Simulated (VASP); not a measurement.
**HfH6: single point with PBE**

Crystal: HfH6.

```xyz
7
Lattice="-2.4662 2.4662 2.4290 2.4662 -2.4662 2.4290 2.4662 2.4662 -2.4290" Properties=species:S:1:pos:R:3 pbc="T T T"
Hf    0.0000    0.0000    0.0000
H     1.4461    0.0000    0.0000
H     3.4862    0.0000    0.0000
H     0.0000    1.4461    0.0000
H     0.0000    3.4862    0.0000
H     0.0000    2.4662    0.0000
H     2.4662    0.0000    0.0000
```

```json
{"Program": "VASP 6.6.1", "Task": "single point", "Functional": "PBE", "Potentials or basis": "VASP PAW PBE potentials, release 64 (Hf_pv, H)", "Cutoff": "520 eV", "k mesh": "6 × 6 × 6", "Occupations": "gaussian, width 0.1 eV", "Spin": "no spin polarisation"}
```

| Item | Value |
| --- | --- |
| Pressure | 44.8 GPa |
| Largest force | 9.843 eV/Å |
| Band gap on the k mesh | zero (band 8 reaches 2.46 eV, above the bottom of band 9 at 1.08 eV) |

Forces on the atoms (eV/Å):
```
Hf   0.000  0.000  0.000
H    9.843  0.000  0.000
H   -9.843  0.000  0.000
H    0.000  9.843  0.000
H    0.000 -9.843  0.000
H    0.000  0.000  0.000
H    0.000  0.000  0.000
```

Stress tensor (GPa, compression positive):
```
71.95  0.00  0.00
 0.00 71.95  0.00
 0.00  0.00 -9.53
```

Levels at points of the mesh, in eV from the Fermi level:
```
           k point  band 6  band 7  band 8  band 9  band 10  band 11
(0.00, 0.00, 0.00)   -0.37   -0.37   -0.35   -0.01     0.45     0.45
(0.50, 0.00, 0.00)   -6.48   -0.89   -0.55    0.27     1.76     2.02
(0.50, 0.50, 0.00)   -6.48   -6.43   -1.60   -0.48     1.85     2.23
(0.50, 0.50, 0.50)   -1.73   -1.73    0.46    1.55     1.56     1.85
```

Wall time 15 s on 1 thread of Intel(R) Xeon(R) 6975P-C (Granite Rapids), on a shared host, peak memory 0.18 GiB.

Caveat: spin-orbit coupling is left out, which moves the levels of the heavy elements; forces of over 1 eV/Å act on the atoms, so gaps and moduli don't describe the material at rest.
